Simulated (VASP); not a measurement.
# AlGa3As4 in VASP: a series of runs

AlGa3As4 is run at these levels: PBE; tasks: single point.

All numbers are computed with VASP 6.6.1; they aren't measurements. Logs are shortened: lines on timing, memory, paths and dates and some standing lists are left out, and cuts for length are marked.

## (1) The cell of the first run

The structure is cubic, space group P-43m (No. 215). Conventional cell: a = 5.740 Å, b = 5.740 Å, c = 5.740 Å, α = 90.00°, β = 90.00°, γ = 90.00°. Al (site symmetry -43m) has 4 As at 2.48 Å within 3.3 Å. Ga (site symmetry -42m) has 4 As at 2.49 Å within 3.3 Å. Within 3.3 Å of As (site symmetry 3m) lie 1 Al at 2.48 Å and 3 Ga at 2.49 Å.

## (2) Single point, PBE

INCAR reads:

```
ALGO = Normal
EDIFF = 1E-6
ENCUT = 520
GGA = PE
ISIF = 2
ISMEAR = 0
LASPH = True
LCHARG = True
LELF = True
LREAL = False
LVHAR = True
LWAVE = False
NBANDS = 41
NELM = 60
PREC = Accurate
SIGMA = 0.1
```

KPOINTS reads:

```
k-points
0
Gamma
  2 2 2
```

POSCAR reads:

```
AlGa3As4
1.0
    5.7404116000      0.0000000000      0.0000000000
    0.0000000000      5.7404116000      0.0000000000
    0.0000000000      0.0000000000      5.7404116000
Al Ga As
1 3 4
Direct
    0.5000000000      0.5000000000      0.5000000000
    0.5000000000      0.0000000000      0.0000000000
    0.0000000000      0.0000000000      0.5000000000
    0.0000000000      0.5000000000      0.0000000000
    0.7493160000      0.2506840000      0.7493160000
    0.7493160000      0.7493160000      0.2506840000
    0.2506840000      0.2506840000      0.2506840000
    0.2506840000      0.7493160000      0.7493160000
```

Potentials or basis: VASP PAW PBE potentials, release 64 (Al, Ga_d, As).

Started as:

```
$ cat potpaw_PBE.64/Al/POTCAR potpaw_PBE.64/Ga_d/POTCAR potpaw_PBE.64/As/POTCAR > POTCAR
$ mpirun -np 1 vasp_std > vasp.out
```

OUTCAR:

```text
EDIFF = 1E-6
   ENCUT = 520
   GGA = PE
   ISIF = 2
   ISMEAR = 0
   LASPH = True
   LREAL = False
   NELM = 60
   PREC = Accurate

 ion  position               nearest neighbor table
   1  0.500  0.500  0.500-   5 2.48   6 2.48   7 2.48   8 2.48
   2  0.500  0.000  0.000-   5 2.49   6 2.49   7 2.49   8 2.49
   3  0.000  0.000  0.500-   5 2.49   6 2.49   7 2.49   8 2.49
   4  0.000  0.500  0.000-   5 2.49   6 2.49   7 2.49   8 2.49
   5  0.749  0.251  0.749-   1 2.48   2 2.49   3 2.49   4 2.49
   6  0.749  0.749  0.251-   1 2.48   2 2.49   3 2.49   4 2.49
   7  0.251  0.251  0.251-   1 2.48   2 2.49   3 2.49   4 2.49
   8  0.251  0.749  0.749-   1 2.48   2 2.49   3 2.49   4 2.49

  LATTYP: Found a simple cubic cell.
 ALAT       =     5.7404116000

  Lattice vectors:

 A1 = (   5.7404116000,   0.0000000000,   0.0000000000)
 A2 = (   0.0000000000,   5.7404116000,   0.0000000000)
 A3 = (   0.0000000000,   0.0000000000,   5.7404116000)

Analysis of symmetry for initial positions (statically):
=====================================================================
 Subroutine PRICEL returns:
 Original cell was already a primitive cell.

 Routine SETGRP: Setting up the symmetry group for a
 simple cubic supercell.

 Subroutine GETGRP returns: Found 24 space group operations
 (whereof 24 operations were pure point group operations)
 out of a pool of 48 trial point group operations.

The static configuration has the point symmetry T_d .

Analysis of symmetry for dynamics (positions and initial velocities):
=====================================================================
 Subroutine PRICEL returns:
 Original cell was already a primitive cell.

 Routine SETGRP: Setting up the symmetry group for a
 simple cubic supercell.

 Subroutine GETGRP returns: Found 24 space group operations
 (whereof 24 operations were pure point group operations)
 out of a pool of 48 trial point group operations.

The dynamic configuration has the point symmetry T_d .

 Subroutine INISYM returns: Found 24 space group operations
 (whereof 24 operations are pure point group operations),
 and found     1 'primitive' translations

----------------------------------------------------------------------------------------

                                     Primitive cell

  volume of cell :     189.1599

  direct lattice vectors                    reciprocal lattice vectors
     5.740411600  0.000000000  0.000000000     0.174203536  0.000000000  0.000000000
     0.000000000  5.740411600  0.000000000     0.000000000  0.174203536  0.000000000
     0.000000000  0.000000000  5.740411600     0.000000000  0.000000000  0.174203536

  length of vectors
     5.740411600  5.740411600  5.740411600     0.174203536  0.174203536  0.174203536

  position of ions in fractional coordinates (direct lattice)
     0.500000000  0.500000000  0.500000000
     0.500000000  0.000000000  0.000000000
     0.000000000  0.000000000  0.500000000
     0.000000000  0.500000000  0.000000000
     0.749316000  0.250684000  0.749316000
     0.749316000  0.749316000  0.250684000
     0.250684000  0.250684000  0.250684000
     0.250684000  0.749316000  0.749316000

  ion indices of the primitive-cell ions
   primitive index   ion index
                 1           1
                 2           2
                 3           3
                 4           4
                 5           5
                 6           6
                 7           7
                 8           8

----------------------------------------------------------------------------------------

 KPOINTS: k-points

Automatic generation of k-mesh.
 Grid dimensions read from file:
 generate k-points for:    2    2    2

 Generating k-lattice:

  Cartesian coordinates                     Fractional coordinates (reciprocal lattice)
     0.087101768  0.000000000  0.000000000     0.500000000  0.000000000  0.000000000
     0.000000000  0.087101768  0.000000000     0.000000000  0.500000000  0.000000000
     0.000000000  0.000000000  0.087101768     0.000000000  0.000000000  0.500000000

  Length of vectors
     0.087101768  0.087101768  0.087101768

  Shift w.r.t. Gamma in fractional coordinates (k-lattice)
     0.000000000  0.000000000  0.000000000

 Subroutine IBZKPT returns following result:
 ===========================================

 Found      4 irreducible k-points:

 Following reciprocal coordinates:
            Coordinates               Weight
  0.000000  0.000000  0.000000      1.000000
  0.500000  0.000000  0.000000      3.000000
  0.500000  0.500000  0.000000      3.000000
  0.500000  0.500000  0.500000      1.000000
   k-points           NKPTS =      4   k-points in BZ     NKDIM =      4   number of bands    NBANDS=     41
   number of dos      NEDOS =    301   number of ions     NIONS =      8
   total plane-waves  NPLWV = 110592
   dimension x,y,z NGX =    48 NGY =   48 NGZ =   48
   dimension x,y,z NGXF=    96 NGYF=   96 NGZF=   96
   ions per type =               1   3   4
   NGX,Y,Z   is equivalent  to a cutoff of  13.90, 13.90, 13.90 a.u.
   NGXF,Y,Z  is equivalent  to a cutoff of  27.80, 27.80, 27.80 a.u.
 SYSTEM =  unknown system
   PREC   = accura    normal or accurate (medium, high low for compatibility)
   ISTART =      0    job   : 0-new  1-cont  2-samecut
   ICHARG =      2    charge: 1-file 2-atom 10-const
   ISPIN  =      1    spin polarized calculation?
   LNONCOLLINEAR =      F non collinear calculations
   LSORBIT =      F    spin-orbit coupling
   LASPH  =      T    aspherical Exc in radial PAW
   ENCUT  =  520.0 eV  38.22 Ry    6.18 a.u.  10.67 10.67 10.67*2*pi/ulx,y,z
   NELM   =     60;   NELMIN=  2; NELMDL= -5     # of ELM steps
   EDIFF  = 0.1E-05   stopping-criterion for ELM
   LREAL  =      F    real-space projection
   EDIFFG = 0.1E-04   stopping-criterion for IOM
   NSW    =      0    number of steps for IOM
   IBRION =     -1    ionic relax: 0-MD 1-quasi-New 2-CG
   NFREE  =      0    steps in history (QN), initial steepest desc. (CG)
   ISIF   =      2    stress and relaxation
   ISYM   =      2    0-nonsym 1-usesym 2-fastsym
   POTIM  = 0.5000    time-step for ionic-motion
   TEBEG  =    0.0;   TEEND  =   0.0 temperature during run
   PSTRESS=    0.0 pullay stress
   NELECT =      62.0000    total number of electrons
   NUPDOWN=      -1.0000    fix difference up-down
   EMIN   =  10.00;   EMAX   =-10.00  energy-range for DOS
   EFERMI =   0.00;   METHOD = LEGACY
   ISMEAR =     0;   SIGMA  =   0.10  broadening in eV -4-tet -1-fermi 0-gaus
   EFERMI_NEDOS =   21; number of points for ismear=-14 and -15
   IALGO  =     38    algorithm
   IMIX   =      4    mixing-type and parameters
     AMIX     =   0.40;   BMIX     =  1.00
     AMIX_MAG =   1.60;   BMIX_MAG =  1.00
  volume/ion in A,a.u.               =      23.64       159.56
  Fermi-wavevector in a.u.,A,eV,Ry     =   1.128745  2.133018 17.334699  1.274064
  Thomas-Fermi vector in A             =   2.265436
   LORBIT       =      0    0 simple, 1 ext, 2 COOP (PROOUT), +10 PAW based schemes
   GGA     = PE    functional components
   LHFCALC =     F    Hartree Fock is set to
   AEXX    =    0.0000 exact exchange contribution
   IVDW    =     0    specifies the selected vdW correction
   LEPSILON=     F    determine dielectric tensor
   LRPA    =     F    only Hartree local field effects (RPA)
 non-spin polarized calculation
 Gauss-broadening in eV      SIGMA  =   0.10
  energy-cutoff  :      520.00
  volume of cell :      189.16
 maximum number of plane-waves:      5112
 NGX is ok and might be reduce to    48
   NGX = 21   NGY = 21   NGZ = 21

 number of electron      62.0000051 magnetization

 Free energy of the ion-electron system (eV)
  ---------------------------------------------------
  ext. energy  EPLUGINS =         0.00000000
  ---------------------------------------------------
  free energy    TOTEN  =       -33.49483155 eV

  energy without entropy =      -33.49481041  energy(sigma->0) =      -33.49482098

 E-fermi :   3.8299     XC(G=0):  -9.2314

 val. band max:        3.5547669379   @ k =   0.0000   0.0000   0.0000
 cond. band min:       4.0855603116   @ k =   0.0000   0.0000   0.0000
 fundamental gap:      0.5307933737
 Fermi energy:         3.8298958798

 k-point     1 :       0.0000    0.0000    0.0000
  band No.  band energies     occupation
      1     -11.1992      2.00000
      2     -11.1992      2.00000
      3     -11.1992      2.00000
      4     -11.1221      2.00000
      5     -11.1221      2.00000
      6     -11.1221      2.00000
[... 33 lines left out ...]
     40       7.3701      0.00000
     41       7.3701      0.00000

 k-point     2 :       0.5000    0.0000    0.0000
  band No.  band energies     occupation
      1     -11.1906      2.00000
      2     -11.1906      2.00000
      3     -11.1859      2.00000
      4     -11.1427      2.00000
      5     -11.1166      2.00000
      6     -11.1166      2.00000
[... 33 lines left out ...]
     40       8.8809      0.00000
     41       8.8809      0.00000

 k-point     3 :       0.5000    0.5000    0.0000
  band No.  band energies     occupation
      1     -11.1955      2.00000
      2     -11.1705      2.00000
      3     -11.1705      2.00000
      4     -11.1686      2.00000
      5     -11.1167      2.00000
      6     -11.1167      2.00000
[... 33 lines left out ...]
     40       9.1748      0.00000
     41       9.2057      0.00000

 k-point     4 :       0.5000    0.5000    0.5000
  band No.  band energies     occupation
      1     -11.1980      2.00000
      2     -11.1717      2.00000
      3     -11.1717      2.00000
      4     -11.1717      2.00000
      5     -11.1203      2.00000
      6     -11.1203      2.00000
[... 33 lines left out ...]
     40       8.1992      0.00000
     41       8.2600      0.00000

------------------------ aborting loop because EDIFF is reached ----------------------------------------

  FORCE on cell =-STRESS in cart. coord.  units (eV):
  Direction    XX          YY          ZZ          XY          YZ          ZX
  --------------------------------------------------------------------------------------
  -------------------------------------------------------------------------------------
  Total        0.3301674      0.3301674      0.3301674      0.0000000      0.0000000      0.0000000
  in kB        2.7965057      2.7965057      2.7965057      0.0000000      0.0000000      0.0000000
  external PRESSURE =       2.7965057 kB  Pullay stress =       0.0000000 kB

 VOLUME and BASIS-vectors are now :
 -----------------------------------------------------------------------------
  energy-cutoff  :      520.00
  volume of cell :      189.16
      direct lattice vectors                 reciprocal lattice vectors
     5.740411600  0.000000000  0.000000000     0.174203536  0.000000000  0.000000000
     0.000000000  5.740411600  0.000000000     0.000000000  0.174203536  0.000000000
     0.000000000  0.000000000  5.740411600     0.000000000  0.000000000  0.174203536

 POSITION                                       TOTAL-FORCE (eV/Angst)
 -----------------------------------------------------------------------------------
      2.87021      2.87021      2.87021        -0.000000      0.000000      0.000000
      2.87021      0.00000      0.00000        -0.000000      0.000000      0.000000
      0.00000      0.00000      2.87021         0.000000     -0.000000      0.000000
      0.00000      2.87021      0.00000         0.000000      0.000000      0.000000
      4.30138      1.43903      4.30138        -0.018112      0.018112     -0.018112
      4.30138      4.30138      1.43903        -0.018112     -0.018112      0.018112
      1.43903      1.43903      1.43903         0.018112      0.018112      0.018112
      1.43903      4.30138      4.30138         0.018112     -0.018112     -0.018112
 -----------------------------------------------------------------------------------
    total drift:                               -0.000000     -0.000000      0.000000

  FREE ENERGIE OF THE ION-ELECTRON SYSTEM (eV)
  ---------------------------------------------------
  free  energy   TOTEN  =       -33.4948315482 eV

  energy  without entropy=      -33.4948104097  energy(sigma->0) =      -33.49482098
```

It took 88 s on 1 thread of Intel Xeon 8259CL, shared host; peak memory 0.33 GiB.

Results:

```
Free energy            : -33.4948 eV
Pressure               : 0.3 GPa
Largest force          : 0.031 eV/Å
Band gap on the k mesh : 0.53 eV
```

Forces in eV/Å, atoms in the order of the input:
```
Al   0.000  0.000  0.000
Ga   0.000  0.000  0.000
Ga   0.000  0.000  0.000
Ga   0.000  0.000  0.000
As  -0.018  0.018 -0.018
As  -0.018 -0.018  0.018
As   0.018  0.018  0.018
As   0.018 -0.018 -0.018
```

Caveat: the k points lie up to 0.55 Å⁻¹ apart. A k mesh can miss the band edges.

[end of part 1 of 2]
